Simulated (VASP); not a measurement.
Wanted: the native input for a VASP 6.6.1 run.

```yaml
Task: single point
Functional: LDA
Potentials_or_basis: VASP PAW LDA potentials, release 64 (Si)
Cutoff: 520 eV
k_mesh: 22 × 22 × 22
Occupations: gaussian, width 0.15 eV
Spin: no spin polarisation
Dipole_correction: no
Further_INCAR_settings: ALGO = Normal; EDIFF = 1e-07; NBANDS = 8
```

The structure of Si lies in POSCAR:

```
Si
1.0
   -1.7793568589      1.4744730011      1.3203298500
    1.7793568589     -1.4744730011      1.3203298500
    1.7793568589      1.4744730011     -1.3203298500
Si
1
Direct
    0.0000000000      0.0000000000      0.0000000000
```

This cell differs from its parent crystal: strain +0.0937 x Voigt [1, -1, 0, 0, 0, 0].

The input as run:

INCAR

```
SYSTEM = Si
ALGO = Normal
EDIFF = 1E-7
ENCUT = 520
ISIF = 2
ISMEAR = 0
LASPH = .True.
LCHARG = .True.
LELF = .True.
LREAL = .False.
LVHAR = .True.
LWAVE = .False.
NBANDS = 8
NELM = 60
PREC = Accurate
SIGMA = 0.15
```

KPOINTS

```
k-points
0
Gamma
  22 22 22
  0 0 0
```

Potentials or basis: VASP PAW LDA potentials, release 64 (Si).

Run with:

```console
$ cat potpaw_LDA.64/Si/POTCAR > POTCAR
$ mpirun -np 1 vasp_std > vasp.out
```

It gave:

| Item | Value |
| --- | --- |
| Pressure | 0.9 GPa |
| Band gap on the k mesh | zero (band 2 reaches 20.90 eV, above the bottom of band 3 at 7.24 eV) |

Caveat: the cell differs from its parent crystal (strain +0.0937 x Voigt [1, -1, 0, 0, 0, 0]).

Run time: 49 s on 1 thread of Intel(R) Xeon(R) 6975P-C (Granite Rapids) (shared host), peak memory 0.24 GiB.
